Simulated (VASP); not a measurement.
# Sc4BSb3 (P6_3/mmc) in VASP: notebook

Runs on Sc4BSb3. Level: PBE. Tasks: single point.

Program: VASP 6.6.1. These are calculated values, not measurements. Logs are shortened: lines on timing, memory, paths and dates and some standing lists are left out, and cuts for length are marked.

## (1) The cell of the first run

Symmetry: P6_3/mmc, No. 194, hexagonal system. The conventional cell has a = 3.827 Å, b = 3.827 Å, c = 28.857 Å, α = 90.00°, β = 90.00°, γ = 120.00°. Sc (site symmetry 3m) has 3 B at 2.67 Å and 3 Sb at 2.96 Å and 1 Sc at 2.99 Å within 3.5 Å. Within 3.9 Å of Sc (site symmetry 3m) lie 6 Sb at 2.89 to 2.90 Å and 6 Sc at 3.83 Å. B (site symmetry -6m2) has 6 Sc at 2.67 Å within 3.5 Å. Sb (site symmetry 3m) has 6 Sc at 2.89 to 2.96 Å and 6 Sb at 3.83 Å within 3.9 Å. Sb (site symmetry -3m) has 6 Sc at 2.90 Å and 6 Sb at 3.83 Å within 3.9 Å.

## (2) Single point, PBE

Contents of INCAR:

```
SYSTEM = Sc4BSb3
ALGO     = Normal         ! electronic algorithm
EDIFF    = 1E-6           ! SCF threshold, eV
ENCUT    = 520            ! plane-wave cutoff, eV
GGA      = PE             ! functional
ISIF     = 2              ! what is computed and relaxed
ISMEAR   = 0              ! smearing method
LASPH    = .True.         ! aspherical terms in the spheres
LCHARG   = .False.        ! write CHGCAR
LREAL    = Auto         
LWAVE    = .False.        ! write WAVECAR
NBANDS   = 76             ! bands
NELM     = 80             ! most SCF steps
PREC     = Accurate       ! precision mode
SIGMA    = 0.1            ! smearing width, eV
```

Contents of KPOINTS:

```
k-points
0
Gamma
  12 12 1
  0 0 0
```

Contents of POSCAR:

```
Sc4BSb3
1.0
    3.8267809412      0.0000000000      0.0000000000
   -1.9133904706      3.3140895098      0.0000000000
    0.0000000000      0.0000000000     28.8572110237
Sc B Sb
8 2 6
Direct
    0.0000000000      0.0000000000      0.1981523226
    0.3333333333      0.6666666667      0.0651879877
    0.0000000000      0.0000000000      0.8018476774
    0.6666666667      0.3333333333      0.9348120123
    0.0000000000      0.0000000000      0.3018476774
    0.3333333333      0.6666666667      0.4348120123
    0.0000000000      0.0000000000      0.6981523226
    0.6666666667      0.3333333333      0.5651879877
    0.6666666667      0.3333333333      0.7500000000
    0.3333333333      0.6666666667      0.2500000000
    0.6666666667      0.3333333333      0.1300095104
    0.3333333333      0.6666666667      0.8699904896
    0.0000000000      0.0000000000      0.0000000000
    0.6666666667      0.3333333333      0.3699904896
    0.3333333333      0.6666666667      0.6300095104
    0.0000000000      0.0000000000      0.5000000000
```

Potentials or basis: VASP PAW PBE potentials, release 64 (Sc_sv, B, Sb).

Started as:

```
$ cat potpaw_PBE.64/Sc_sv/POTCAR potpaw_PBE.64/B/POTCAR potpaw_PBE.64/Sb/POTCAR > POTCAR
$ mpirun -np 1 vasp_std > vasp.out
```

OUTCAR:

```text
SYSTEM = Sc4BSb3
   EDIFF = 1E-6
   ENCUT = 520
   GGA = PE
   ISIF = 2
   ISMEAR = 0
   LASPH = .True.
   LREAL = Auto
   NELM = 80
   PREC = Accurate

 ion  position               nearest neighbor table
   1  0.000  0.000  0.198-  10 2.67  10 2.67  10 2.67  11 2.96  11 2.96  11 2.96   5 2.99
   2  0.333  0.667  0.065-  11 2.89  11 2.89  11 2.89  13 2.90  13 2.90  13 2.90
   3  0.000  0.000  0.802-   9 2.67   9 2.67   9 2.67  12 2.96  12 2.96  12 2.96   7 2.99
   4  0.667  0.333  0.935-  12 2.89  12 2.89  12 2.89  13 2.90  13 2.90  13 2.90
   5  0.000  0.000  0.302-  10 2.67  10 2.67  10 2.67  14 2.96  14 2.96  14 2.96   1 2.99
   6  0.333  0.667  0.435-  14 2.89  14 2.89  14 2.89  16 2.90  16 2.90  16 2.90
   7  0.000  0.000  0.698-   9 2.67   9 2.67   9 2.67  15 2.96  15 2.96  15 2.96   3 2.99
   8  0.667  0.333  0.565-  15 2.89  15 2.89  15 2.89  16 2.90  16 2.90  16 2.90
   9  0.667  0.333  0.750-   3 2.67   7 2.67   3 2.67   7 2.67   3 2.67   7 2.67
  10  0.333  0.667  0.250-   1 2.67   5 2.67   1 2.67   5 2.67   1 2.67   5 2.67
  11  0.667  0.333  0.130-   2 2.89   2 2.89   2 2.89   1 2.96   1 2.96   1 2.96
  12  0.333  0.667  0.870-   4 2.89   4 2.89   4 2.89   3 2.96   3 2.96   3 2.96
  13  0.000  0.000  0.000-   2 2.90   4 2.90   4 2.90   2 2.90   4 2.90   2 2.90
  14  0.667  0.333  0.370-   6 2.89   6 2.89   6 2.89   5 2.96   5 2.96   5 2.96
  15  0.333  0.667  0.630-   8 2.89   8 2.89   8 2.89   7 2.96   7 2.96   7 2.96
  16  0.000  0.000  0.500-   6 2.90   8 2.90   8 2.90   6 2.90   8 2.90   6 2.90

  LATTYP: Found a hexagonal cell.
 ALAT       =     3.8267809412
 C/A-ratio  =     7.5408578299

  Lattice vectors:

 A1 = (   3.8267809412,   0.0000000000,   0.0000000000)
 A2 = (  -1.9133904706,   3.3140895098,   0.0000000000)
 A3 = (   0.0000000000,   0.0000000000,  28.8572110237)

Analysis of symmetry for initial positions (statically):
=====================================================================
 Subroutine PRICEL returns:
 Original cell was already a primitive cell.

 Routine SETGRP: Setting up the symmetry group for a
 hexagonal supercell.

 Subroutine GETGRP returns: Found 24 space group operations
 (whereof 12 operations were pure point group operations)
 out of a pool of 24 trial point group operations.

The static configuration has the point symmetry D_3d.
 The point group associated with its full space group is D_6h.

Analysis of symmetry for dynamics (positions and initial velocities):
=====================================================================
 Subroutine PRICEL returns:
 Original cell was already a primitive cell.

 Routine SETGRP: Setting up the symmetry group for a
 hexagonal supercell.

 Subroutine GETGRP returns: Found 24 space group operations
 (whereof 12 operations were pure point group operations)
 out of a pool of 24 trial point group operations.

The dynamic configuration has the point symmetry D_3d.
 The point group associated with its full space group is D_6h.

 Subroutine INISYM returns: Found 24 space group operations
 (whereof 12 operations are pure point group operations),
 and found     1 'primitive' translations

----------------------------------------------------------------------------------------

                                     Primitive cell

  volume of cell :     365.9757

  direct lattice vectors                    reciprocal lattice vectors
     3.826780941  0.000000000  0.000000000     0.261316238  0.150871000  0.000000000
    -1.913390471  3.314089510  0.000000000     0.000000000  0.301742001  0.000000000
     0.000000000  0.000000000 28.857211024     0.000000000  0.000000000  0.034653383

  length of vectors
     3.826780941  3.826780941 28.857211024     0.301742001  0.301742001  0.034653383

  position of ions in fractional coordinates (direct lattice)
     0.000000000  0.000000000  0.198152323
     0.333333333  0.666666667  0.065187988
     0.000000000  0.000000000  0.801847677
     0.666666667  0.333333333  0.934812012
     0.000000000  0.000000000  0.301847677
     0.333333333  0.666666667  0.434812012
[... 8 lines left out ...]
     0.333333333  0.666666667  0.630009510
     0.000000000  0.000000000  0.500000000

  ion indices of the primitive-cell ions
   primitive index   ion index
                 1           1
                 2           2
                 3           3
                 4           4
                 5           5
                 6           6
[... 8 lines left out ...]
                15          15
                16          16

----------------------------------------------------------------------------------------

 KPOINTS: k-points

Automatic generation of k-mesh.
 Grid dimensions read from file:
 generate k-points for:   12   12    1

 Generating k-lattice:

  Cartesian coordinates                     Fractional coordinates (reciprocal lattice)
     0.021776353  0.012572583  0.000000000     0.083333333 -0.000000000  0.000000000
     0.000000000  0.025145167  0.000000000     0.000000000  0.083333333  0.000000000
     0.000000000  0.000000000  0.034653383     0.000000000  0.000000000  1.000000000

  Length of vectors
     0.025145167  0.025145167  0.034653383

  Shift w.r.t. Gamma in fractional coordinates (k-lattice)
     0.000000000  0.000000000  0.000000000

 Subroutine IBZKPT returns following result:
 ===========================================

 Found     19 irreducible k-points:

 Following reciprocal coordinates:
            Coordinates               Weight
  0.000000  0.000000  0.000000      1.000000
  0.083333  0.000000  0.000000      6.000000
  0.166667  0.000000  0.000000      6.000000
  0.250000  0.000000  0.000000      6.000000
  0.333333 -0.000000  0.000000      6.000000
  0.416667  0.000000  0.000000      6.000000
[... 11 lines left out ...]
  0.333333  0.250000  0.000000     12.000000
  0.333333  0.333333  0.000000      2.000000
   k-points           NKPTS =     19   k-points in BZ     NKDIM =     19   number of bands    NBANDS=     76
   number of dos      NEDOS =    301   number of ions     NIONS =     16
   total plane-waves  NPLWV = 169344
   dimension x,y,z NGX =    28 NGY =   28 NGZ =  216
   dimension x,y,z NGXF=    56 NGYF=   56 NGZF=  432
   ions per type =               8   2   6
   NGX,Y,Z   is equivalent  to a cutoff of  12.16, 12.16, 12.44 a.u.
   NGXF,Y,Z  is equivalent  to a cutoff of  24.33, 24.33, 24.89 a.u.
 SYSTEM =  Sc4BSb3
   PREC   = accura    normal or accurate (medium, high low for compatibility)
   ISTART =      0    job   : 0-new  1-cont  2-samecut
   ICHARG =      2    charge: 1-file 2-atom 10-const
   ISPIN  =      1    spin polarized calculation?
   LNONCOLLINEAR =      F non collinear calculations
   LSORBIT =      F    spin-orbit coupling
   LASPH  =      T    aspherical Exc in radial PAW
   ENCUT  =  520.0 eV  38.22 Ry    6.18 a.u.   7.12  7.12 53.66*2*pi/ulx,y,z
   NELM   =     80;   NELMIN=  2; NELMDL= -5     # of ELM steps
   EDIFF  = 0.1E-05   stopping-criterion for ELM
   LREAL  =      T    real-space projection
   EDIFFG = 0.1E-04   stopping-criterion for IOM
   NSW    =      0    number of steps for IOM
   IBRION =     -1    ionic relax: 0-MD 1-quasi-New 2-CG
   NFREE  =      0    steps in history (QN), initial steepest desc. (CG)
   ISIF   =      2    stress and relaxation
   ISYM   =      2    0-nonsym 1-usesym 2-fastsym
   POTIM  = 0.5000    time-step for ionic-motion
   TEBEG  =    0.0;   TEEND  =   0.0 temperature during run
   PSTRESS=    0.0 pullay stress
   NELECT =     124.0000    total number of electrons
   NUPDOWN=      -1.0000    fix difference up-down
   EMIN   =  10.00;   EMAX   =-10.00  energy-range for DOS
   EFERMI =   0.00;   METHOD = LEGACY
   ISMEAR =     0;   SIGMA  =   0.10  broadening in eV -4-tet -1-fermi 0-gaus
   EFERMI_NEDOS =   21; number of points for ismear=-14 and -15
   IALGO  =     38    algorithm
   IMIX   =      4    mixing-type and parameters
     AMIX     =   0.40;   BMIX     =  1.00
     AMIX_MAG =   1.60;   BMIX_MAG =  1.00
  volume/ion in A,a.u.               =      22.87       154.36
  Fermi-wavevector in a.u.,A,eV,Ry     =   1.141295  2.156735 17.722333  1.302555
  Thomas-Fermi vector in A             =   2.277996
   LORBIT       =      0    0 simple, 1 ext, 2 COOP (PROOUT), +10 PAW based schemes
   GGA     = PE    functional components
   LHFCALC =     F    Hartree Fock is set to
   AEXX    =    0.0000 exact exchange contribution
   IVDW    =     0    specifies the selected vdW correction
   LEPSILON=     F    determine dielectric tensor
   LRPA    =     F    only Hartree local field effects (RPA)
 non-spin polarized calculation
 Gauss-broadening in eV      SIGMA  =   0.10
  energy-cutoff  :      520.00
  volume of cell :      365.98
 maximum number of plane-waves:      9909
   NGX = 15   NGY = 15   NGZ =107

 number of electron     124.0000003 magnetization

 Free energy of the ion-electron system (eV)
  ---------------------------------------------------
  ext. energy  EPLUGINS =         0.00000000
  ---------------------------------------------------
  free energy    TOTEN  =       -95.75333882 eV

  energy without entropy =      -95.70482965  energy(sigma->0) =      -95.72908423

 E-fermi :   5.5265     XC(G=0): -10.0995

 val. band max:        5.5233107960   @ k =   0.0833   0.0833   0.0000
 cond. band min:       5.5413578965   @ k =   0.0833   0.0833   0.0000
 fundamental gap:      0.0180471005
 Fermi energy:         5.5265435447

 k-point     1 :       0.0000    0.0000    0.0000
  band No.  band energies     occupation
      1     -44.0666      2.00000
      2     -44.0666      2.00000
      3     -44.0658      2.00000
      4     -44.0658      2.00000
      5     -43.8508      2.00000
      6     -43.8508      2.00000
[... 66 lines left out ...]
     73       7.2513      0.00000
     74       7.2659      0.00000

 k-point     2 :       0.0833    0.0000    0.0000
  band No.  band energies     occupation
      1     -44.0662      2.00000
      2     -44.0662      2.00000
      3     -44.0655      2.00000
      4     -44.0655      2.00000
      5     -43.8505      2.00000
      6     -43.8505      2.00000
[... 1301 lines left out ...]
 k-point    19 :       0.3333    0.3333    0.0000
  band No.  band energies     occupation
      1     -44.0599      2.00000
      2     -44.0599      2.00000
      3     -44.0599      2.00000
      4     -44.0599      2.00000
      5     -43.8451      2.00000
      6     -43.8451      2.00000
[... 66 lines left out ...]
     73       7.6942      0.00000
     74       7.7010      0.00000
 [bands above 74 left out]

------------------------ aborting loop because EDIFF is reached ----------------------------------------

  FORCE on cell =-STRESS in cart. coord.  units (eV):
  Direction    XX          YY          ZZ          XY          YZ          ZX
  --------------------------------------------------------------------------------------
  -------------------------------------------------------------------------------------
  Total        0.2042584      0.2042584      0.3184333      0.0000000      0.0000000      0.0000000
  in kB        0.8942075      0.8942075      1.3940453      0.0000000      0.0000000      0.0000000
  external PRESSURE =       1.0608201 kB  Pullay stress =       0.0000000 kB

 VOLUME and BASIS-vectors are now :
 -----------------------------------------------------------------------------
  energy-cutoff  :      520.00
  volume of cell :      365.98
      direct lattice vectors                 reciprocal lattice vectors
     3.826780941  0.000000000  0.000000000     0.261316238  0.150871000  0.000000000
    -1.913390471  3.314089510  0.000000000     0.000000000  0.301742001  0.000000000
     0.000000000  0.000000000 28.857211024     0.000000000  0.000000000  0.034653383

 POSITION                                       TOTAL-FORCE (eV/Angst)
 -----------------------------------------------------------------------------------
      0.00000      0.00000      5.71812         0.000000     -0.000000      0.022823
     -0.00000      2.20939      1.88114        -0.000000      0.000000      0.000377
      0.00000      0.00000     23.13909        -0.000000      0.000000     -0.022823
      1.91339      1.10470     26.97607         0.000000     -0.000000     -0.000377
      0.00000      0.00000      8.71048         0.000000     -0.000000     -0.022823
     -0.00000      2.20939     12.54746         0.000000      0.000000     -0.000377
[... 8 lines left out ...]
     -0.00000      2.20939     18.18032        -0.000000      0.000000      0.001717
      0.00000      0.00000     14.42861         0.000000      0.000000     -0.000000
 -----------------------------------------------------------------------------------
    total drift:                               -0.000000      0.000000     -0.000000

  FREE ENERGIE OF THE ION-ELECTRON SYSTEM (eV)
  ---------------------------------------------------
  free  energy   TOTEN  =       -95.7533388180 eV

  energy  without entropy=      -95.7048296485  energy(sigma->0) =      -95.72908423
```

Wall time 35 min (1 thread of Intel Xeon Platinum 8375C at 2.90GHz (Ice Lake), shared host); peak memory 0.61 GiB.

Results:

```yaml
Free_energy: -95.7533 eV
Pressure: 0.1 GPa
Largest_force: 0.023 eV/Å
Band_gap_on_the_k_mesh: zero (bands 62 and 63 overlap by 1.27 eV)
```

Forces on the atoms (eV/Å):
```
Sc   0.000  0.000  0.023
Sc   0.000  0.000  0.000
Sc   0.000  0.000 -0.023
Sc   0.000  0.000  0.000
Sc   0.000  0.000 -0.023
Sc   0.000  0.000  0.000
Sc   0.000  0.000  0.023
Sc   0.000  0.000  0.000
B    0.000  0.000  0.000
B    0.000  0.000  0.000
Sb   0.000  0.000  0.002
Sb   0.000  0.000 -0.002
Sb   0.000  0.000  0.000
Sb   0.000  0.000 -0.002
Sb   0.000  0.000  0.002
Sb   0.000  0.000  0.000
```

Caveat: spin-orbit coupling is left out, which moves the levels of the heavy elements.

[end of part 1 of 2]
